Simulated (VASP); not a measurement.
**MgO: single point with PBEsol**

Crystal: MgO.

```xyz
4
Lattice="3.3631 0.0000 0.0000 -1.6815 2.9125 0.0000 0.0000 0.0000 5.3652" Properties=species:S:1:pos:R:3 pbc="T T T"
Mg    0.0000    1.9417    0.0762
Mg    1.6815    0.9708    2.7588
O     0.0000    1.9417    2.0946
O     1.6815    0.9708    4.7771
```

This cell differs from its parent crystal: strained.

```json
{
 "Program": "VASP 6.6.1",
 "Task": "single point",
 "Functional": "PBEsol",
 "Potentials or basis": "VASP PAW PBE potentials, release 64 (Mg, O)",
 "Cutoff": "520 eV",
 "k mesh": "9 × 9 × 6",
 "Occupations": "gaussian, width 0.02 eV",
 "Spin": "no spin polarisation"
}
```

* Pressure: -9.8 GPa
* Largest force: 0.237 eV/Å
* Band gap on the k mesh: 3.05 eV, direct

Forces in eV/Å, atoms in the order of the input:
```
Mg   0.000  0.000 -0.237
Mg   0.000  0.000 -0.237
O    0.000  0.000  0.237
O    0.000  0.000  0.237
```

Stress tensor (GPa, compression positive):
```
-10.00   0.00   0.00
  0.00 -10.00   0.00
  0.00   0.00  -9.46
```

Levels at points of the mesh, in eV from the valence-band top:
| k point | band 4 | band 5 | band 6 | band 7 | band 8 | band 9 | band 10 | band 11 | band 12 | band 13 |
| --- | --- | --- | --- | --- | --- | --- | --- | --- | --- | --- |
| (0.00, 0.00, 0.00) | -0.29 | -0.29 | -0.06 | -0.06 | 0.00 | 3.05 | 7.82 | 9.25 | 13.90 | 13.90 |
| (0.00, 0.00, 0.50) | -1.78 | -0.18 | -0.18 | -0.18 | -0.18 | 5.36 | 5.36 | 12.06 | 12.06 | 14.33 |

It took 15 s on 1 thread of Intel(R) Xeon(R) 6975P-C (Granite Rapids) (shared host), peak memory 0.19 GiB.

Caveat: the cell differs from its parent crystal (strained); the PAW data sets were made with another functional, which shifts forces and pressure a little. A k mesh can miss the band edges.
